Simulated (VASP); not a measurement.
# CdS (Fm-3m) in VASP: notebook

The runs below take CdS through single point, relaxation of cell and atoms, with PBE, BLYP+D3(BJ), BLYP+D4.

Everything below comes from runs of VASP 6.6.1. Logs are shortened: lines on timing, memory, paths and dates and some standing lists are left out, and cuts for length are marked.

### Step 1. The cell of the first run

The structure is cubic, space group Fm-3m (No. 225). The conventional cell has a = 5.506 Å, b = 5.506 Å, c = 5.506 Å, α = 90.00°, β = 90.00°, γ = 90.00°. Cd (site symmetry m-3m) has 6 S at 2.75 Å within 3.6 Å. Within 3.6 Å of S (site symmetry m-3m) lie 6 Cd at 2.75 Å.

### Step 2. Single point, PBE

INCAR reads:

```
ALGO     = Normal         # electronic algorithm
EDIFF    = 1E-7           # SCF threshold, eV
ENCUT    = 520            # plane-wave cutoff, eV
GGA      = PE             # functional
ISIF     = 2              # what is computed and relaxed
ISMEAR   = 0              # smearing method
LASPH    = T              # aspherical terms in the spheres
LCHARG   = F              # write CHGCAR
LREAL    = F              # projectors in reciprocal space
LWAVE    = F              # write WAVECAR
NBANDS   = 16             # bands
NELM     = 80             # most SCF steps
PREC     = Accurate       # precision mode
SIGMA    = 0.03           # smearing width, eV
```

KPOINTS reads:

```
k-points
0
Gamma
  8 8 8
```

POSCAR reads:

```
CdS
1.0
    0.0000000000      2.7532440000      2.7532440000
    2.7532440000      0.0000000000      2.7532440000
    2.7532440000      2.7532440000      0.0000000000
Cd S
1 1
Direct
    0.0000000000      0.0000000000      0.0000000000
    0.5000000000      0.5000000000      0.5000000000
```

Potentials or basis: VASP PAW PBE potentials, release 64 (Cd, S).

Started as:

```console
> cat potpaw_PBE.64/Cd/POTCAR potpaw_PBE.64/S/POTCAR > POTCAR
> mpirun -np 1 vasp_std > vasp.out
```

OUTCAR:

```text
EDIFF = 1E-7
   ENCUT = 520
   GGA = PE
   ISIF = 2
   ISMEAR = 0
   LASPH = T
   LREAL = F
   NELM = 80
   PREC = Accurate

 ion  position               nearest neighbor table
   1  0.000  0.000  0.000-   2 2.75   2 2.75   2 2.75   2 2.75   2 2.75   2 2.75
   2  0.500  0.500  0.500-   1 2.75   1 2.75   1 2.75   1 2.75   1 2.75   1 2.75

  LATTYP: Found a face centered cubic cell.
 ALAT       =     5.5064880000

  Lattice vectors:

 A1 = (   0.0000000000,   2.7532440000,   2.7532440000)
 A2 = (   2.7532440000,   0.0000000000,   2.7532440000)
 A3 = (   2.7532440000,   2.7532440000,   0.0000000000)

Analysis of symmetry for initial positions (statically):
=====================================================================
 Subroutine PRICEL returns:
 Original cell was already a primitive cell.

 Routine SETGRP: Setting up the symmetry group for a
 face centered cubic supercell.

 Subroutine GETGRP returns: Found 48 space group operations
[... 9 lines left out ...]

 Routine SETGRP: Setting up the symmetry group for a
 face centered cubic supercell.

 Subroutine GETGRP returns: Found 48 space group operations
[... 11 lines left out ...]
                                     Primitive cell

  volume of cell :      41.7411

  direct lattice vectors                    reciprocal lattice vectors
     0.000000000  2.753244000  2.753244000    -0.181603955  0.181603955  0.181603955
     2.753244000  0.000000000  2.753244000     0.181603955 -0.181603955  0.181603955
     2.753244000  2.753244000  0.000000000     0.181603955  0.181603955 -0.181603955

  length of vectors
     3.893675005  3.893675005  3.893675005     0.314547277  0.314547277  0.314547277

  position of ions in fractional coordinates (direct lattice)
     0.000000000  0.000000000  0.000000000
     0.500000000  0.500000000  0.500000000

  ion indices of the primitive-cell ions
   primitive index   ion index
                 1           1
                 2           2

----------------------------------------------------------------------------------------

 KPOINTS: k-points

Automatic generation of k-mesh.
 Grid dimensions read from file:
 generate k-points for:    8    8    8

 Generating k-lattice:

  Cartesian coordinates                     Fractional coordinates (reciprocal lattice)
    -0.022700494  0.022700494  0.022700494     0.125000000  0.000000000  0.000000000
     0.022700494 -0.022700494  0.022700494     0.000000000  0.125000000  0.000000000
     0.022700494  0.022700494 -0.022700494     0.000000000  0.000000000  0.125000000

  Length of vectors
     0.039318410  0.039318410  0.039318410

  Shift w.r.t. Gamma in fractional coordinates (k-lattice)
     0.000000000  0.000000000  0.000000000

 Subroutine IBZKPT returns following result:
 ===========================================

 Found     29 irreducible k-points:

 Following reciprocal coordinates:
            Coordinates               Weight
  0.000000  0.000000  0.000000      1.000000
  0.125000  0.000000  0.000000      8.000000
  0.250000  0.000000  0.000000      8.000000
  0.375000  0.000000  0.000000      8.000000
  0.500000  0.000000  0.000000      4.000000
  0.125000  0.125000  0.000000      6.000000
[... 16 lines left out ...]
  0.500000  0.250000  0.125000     48.000000
 -0.375000  0.250000  0.125000     24.000000
 [... further k-points ...]
   k-points           NKPTS =     29   k-points in BZ     NKDIM =     29   number of bands    NBANDS=     16
   number of dos      NEDOS =    301   number of ions     NIONS =      2
   total plane-waves  NPLWV =  27000
   dimension x,y,z NGX =    30 NGY =   30 NGZ =   30
   dimension x,y,z NGXF=    60 NGYF=   60 NGZF=   60
   ions per type =               1   1
   NGX,Y,Z   is equivalent  to a cutoff of  12.81, 12.81, 12.81 a.u.
   NGXF,Y,Z  is equivalent  to a cutoff of  25.62, 25.62, 25.62 a.u.
 SYSTEM =  unknown system
   PREC   = accura    normal or accurate (medium, high low for compatibility)
   ISTART =      0    job   : 0-new  1-cont  2-samecut
   ICHARG =      2    charge: 1-file 2-atom 10-const
   ISPIN  =      1    spin polarized calculation?
   LNONCOLLINEAR =      F non collinear calculations
   LSORBIT =      F    spin-orbit coupling
   LASPH  =      T    aspherical Exc in radial PAW
   ENCUT  =  520.0 eV  38.22 Ry    6.18 a.u.   7.24  7.24  7.24*2*pi/ulx,y,z
   NELM   =     80;   NELMIN=  2; NELMDL= -5     # of ELM steps
   EDIFF  = 0.1E-06   stopping-criterion for ELM
   LREAL  =      F    real-space projection
   EDIFFG = 0.1E-05   stopping-criterion for IOM
   NSW    =      0    number of steps for IOM
   IBRION =     -1    ionic relax: 0-MD 1-quasi-New 2-CG
   NFREE  =      0    steps in history (QN), initial steepest desc. (CG)
   ISIF   =      2    stress and relaxation
   ISYM   =      2    0-nonsym 1-usesym 2-fastsym
   POTIM  = 0.5000    time-step for ionic-motion
   TEBEG  =    0.0;   TEEND  =   0.0 temperature during run
   PSTRESS=    0.0 pullay stress
   NELECT =      18.0000    total number of electrons
   NUPDOWN=      -1.0000    fix difference up-down
   EMIN   =  10.00;   EMAX   =-10.00  energy-range for DOS
   EFERMI =   0.00;   METHOD = LEGACY
   ISMEAR =     0;   SIGMA  =   0.03  broadening in eV -4-tet -1-fermi 0-gaus
   EFERMI_NEDOS =   21; number of points for ismear=-14 and -15
   IALGO  =     38    algorithm
   IMIX   =      4    mixing-type and parameters
     AMIX     =   0.40;   BMIX     =  1.00
     AMIX_MAG =   1.60;   BMIX_MAG =  1.00
  volume/ion in A,a.u.               =      20.87       140.84
  Fermi-wavevector in a.u.,A,eV,Ry     =   1.236833  2.337275 20.813583  1.529755
  Thomas-Fermi vector in A             =   2.371425
   LORBIT       =      0    0 simple, 1 ext, 2 COOP (PROOUT), +10 PAW based schemes
   GGA     = PE    functional components
   LHFCALC =     F    Hartree Fock is set to
   AEXX    =    0.0000 exact exchange contribution
   IVDW    =     0    specifies the selected vdW correction
   LEPSILON=     F    determine dielectric tensor
   LRPA    =     F    only Hartree local field effects (RPA)
 non-spin polarized calculation
 Gauss-broadening in eV      SIGMA  =   0.03
  energy-cutoff  :      520.00
  volume of cell :       41.74
 maximum number of plane-waves:      1158
 NGX is ok and might be reduce to    30
   NGX = 15   NGY = 15   NGZ = 15

 number of electron      18.0000005 magnetization

 Free energy of the ion-electron system (eV)
  ---------------------------------------------------
  ext. energy  EPLUGINS =         0.00000000
  ---------------------------------------------------
  free energy    TOTEN  =        -5.87660290 eV

  energy without entropy =       -5.87660290  energy(sigma->0) =       -5.87660290

 E-fermi :   2.8437     XC(G=0): -10.3034

 val. band max:        2.7131861877   @ k =   0.5000   0.0000   0.0000
 cond. band min:       2.9676237045   @ k =   0.5000   0.5000   0.0000
 fundamental gap:      0.2544375168
 Fermi energy:         2.8436890434

 k-point     1 :       0.0000    0.0000    0.0000
  band No.  band energies     occupation
      1      -9.9458      2.00000
      2      -4.8595      2.00000
      3      -4.8595      2.00000
      4      -4.8595      2.00000
      5      -4.8591      2.00000
      6      -4.8591      2.00000
[... 8 lines left out ...]
     15      14.0311      0.00000
     16      14.0579      0.00000

 k-point     2 :       0.1250    0.0000    0.0000
  band No.  band energies     occupation
      1      -9.8168      2.00000
      2      -4.9034      2.00000
      3      -4.9034      2.00000
      4      -4.8730      2.00000
      5      -4.8316      2.00000
      6      -4.8316      2.00000
[... 8 lines left out ...]
     15      12.9495      0.00000
     16      13.7483      0.00000

 k-point     3 :       0.2500    0.0000    0.0000
  band No.  band energies     occupation
      1      -9.4718      2.00000
      2      -5.0068      2.00000
      3      -5.0068      2.00000
      4      -4.9235      2.00000
      5      -4.7637      2.00000
      6      -4.7637      2.00000
[... 8 lines left out ...]
     15      13.5375      0.00000
     16      13.5375      0.00000

 k-point     4 :       0.3750    0.0000    0.0000
  band No.  band energies     occupation
      1      -9.0598      2.00000
      2      -5.1060      2.00000
      3      -5.1060      2.00000
      4      -5.0220      2.00000
      5      -4.6944      2.00000
      6      -4.6944      2.00000
[... 8 lines left out ...]
     15      14.7918      0.00000
     16      14.7918      0.00000

 k-point     5 :       0.5000    0.0000    0.0000
  band No.  band energies     occupation
      1      -8.8598      2.00000
      2      -5.1459      2.00000
      3      -5.1459      2.00000
      4      -5.0903      2.00000
      5      -4.6653      2.00000
      6      -4.6653      2.00000
[... 8 lines left out ...]
     15      15.6946      0.00000
     16      15.6946      0.00000

 k-point     6 :       0.1250    0.1250    0.0000
  band No.  band energies     occupation
      1      -9.7803      2.00000
      2      -4.9501      2.00000
      3      -4.8811      2.00000
      4      -4.8439      2.00000
      5      -4.8320      2.00000
      6      -4.8320      2.00000
[... 8 lines left out ...]
     15      15.0857      0.00000
     16      15.1884      0.00000
[... 267 lines left out ...]
 k-point    21 :       0.5000    0.5000    0.0000
  band No.  band energies     occupation
      1      -9.0827      2.00000
      2      -5.0072      2.00000
      3      -4.7553      2.00000
      4      -4.6030      2.00000
      5      -4.6030      2.00000
      6      -3.9578      2.00000
[... 8 lines left out ...]
     15      17.0595      0.00000
     16      17.3325      0.00000

 k-point    22 :       0.3750    0.2500    0.1250
  band No.  band energies     occupation
      1      -9.2822      2.00000
      2      -5.0284      2.00000
      3      -4.9448      2.00000
      4      -4.9175      2.00000
      5      -4.7481      2.00000
      6      -4.6803      2.00000
[... 8 lines left out ...]
     15      15.8157      0.00000
     16      16.5736      0.00000

 k-point    23 :       0.5000    0.2500    0.1250
  band No.  band energies     occupation
      1      -9.0169      2.00000
      2      -5.0335      2.00000
      3      -4.9733      2.00000
      4      -4.9127      2.00000
      5      -4.6894      2.00000
      6      -4.6013      2.00000
[... 8 lines left out ...]
     15      16.2710      0.00000
     16      16.7809      0.00000

 k-point    24 :      -0.3750    0.2500    0.1250
  band No.  band energies     occupation
      1      -8.8998      2.00000
      2      -5.0711      2.00000
      3      -4.9446      2.00000
      4      -4.9024      2.00000
      5      -4.6551      2.00000
      6      -4.5649      2.00000
[... 8 lines left out ...]
     15      14.9554      0.00000
     16      17.0963      0.00000

 [... further k-points ...]
[... 5 lines left out ...]
  --------------------------------------------------------------------------------------
  -------------------------------------------------------------------------------------
  Total       -0.0194040     -0.0194040     -0.0194040     -0.0000000      0.0000000     -0.0000000
  in kB       -0.7447956     -0.7447956     -0.7447956     -0.0000000      0.0000000     -0.0000000
  external PRESSURE =      -0.7447956 kB  Pullay stress =       0.0000000 kB

 VOLUME and BASIS-vectors are now :
 -----------------------------------------------------------------------------
  energy-cutoff  :      520.00
  volume of cell :       41.74
      direct lattice vectors                 reciprocal lattice vectors
     0.000000000  2.753244000  2.753244000    -0.181603955  0.181603955  0.181603955
     2.753244000  0.000000000  2.753244000     0.181603955 -0.181603955  0.181603955
     2.753244000  2.753244000  0.000000000     0.181603955  0.181603955 -0.181603955

 POSITION                                       TOTAL-FORCE (eV/Angst)
 -----------------------------------------------------------------------------------
      0.00000      0.00000      0.00000        -0.000000      0.000000     -0.000000
      2.75324      2.75324      2.75324         0.000000     -0.000000      0.000000
 -----------------------------------------------------------------------------------
    total drift:                               -0.000000      0.000000      0.000000

  FREE ENERGIE OF THE ION-ELECTRON SYSTEM (eV)
  ---------------------------------------------------
  free  energy   TOTEN  =        -5.8766028996 eV

  energy  without entropy=       -5.8766028996  energy(sigma->0) =       -5.87660290
```

It took 10 s on 1 thread of Intel Xeon 6975P-C (Granite Rapids), shared host; peak memory 0.17 GiB.

What came out:

```yaml
Free_energy: -5.8766 eV
Pressure: -0.1 GPa
Band_gap_on_the_k_mesh: 0.25 eV, indirect (least direct gap 1.53 eV)
```

Levels at points of the mesh, in eV from the valence-band top:
```
           k point  band 7  band 8  band 9  band 10  band 11  band 12
(0.00, 0.00, 0.00)   -0.70   -0.70   -0.70     0.83     9.23     9.23
(0.50, 0.00, 0.00)   -4.75    0.00    0.00     3.54     5.93     5.93
(0.50, 0.50, 0.00)   -4.10   -2.05   -2.05     0.25     6.07     9.74
```

(Part 1 of 2 ends here.)
